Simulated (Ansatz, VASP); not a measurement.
Rh in VASP and in Ansatz

```
CELL_PARAMETERS angstrom
2.64310 0.00000 0.00000
-1.32155 2.28899 0.00000
0.00000 0.00000 4.45530
ATOMIC_POSITIONS crystal
Rh 0.66667 0.33333 0.75000
Rh 0.33333 0.66667 0.25000
```

Alike in both runs: task single point; functional PBE; k mesh 18 × 18 × 10; occupations gaussian, width 0.15 eV; no spin polarisation.

|  | VASP | Ansatz |
| --- | --- | --- |
| version | VASP 6.6.1 | Ansatz 0.2.0 |
| potentials or method | VASP PAW PBE potentials, release 64 (Rh_pv), cutoff 520 eV | scalar-relativistic, plane waves, PAW |
| valence electrons in the cell | 30 | 34 |

|  | VASP | Ansatz | Ansatz less VASP |
| --- | --- | --- | --- |
| gap on the k mesh at the Fermi level (eV) | none | none | - |
| pressure (GPa) | 13.5 | 13.4 | -0.06 |
| traceless stress, the component that is largest in VASP (GPa) | -8.80 | -8.79 | +0.009 |

A gap of «none» marks a metal or a gap that the smearing closes. VASP's potentials hold 30 valence electrons a cell and Ansatz's 34, so a difference there can come from the potentials and not from the codes.
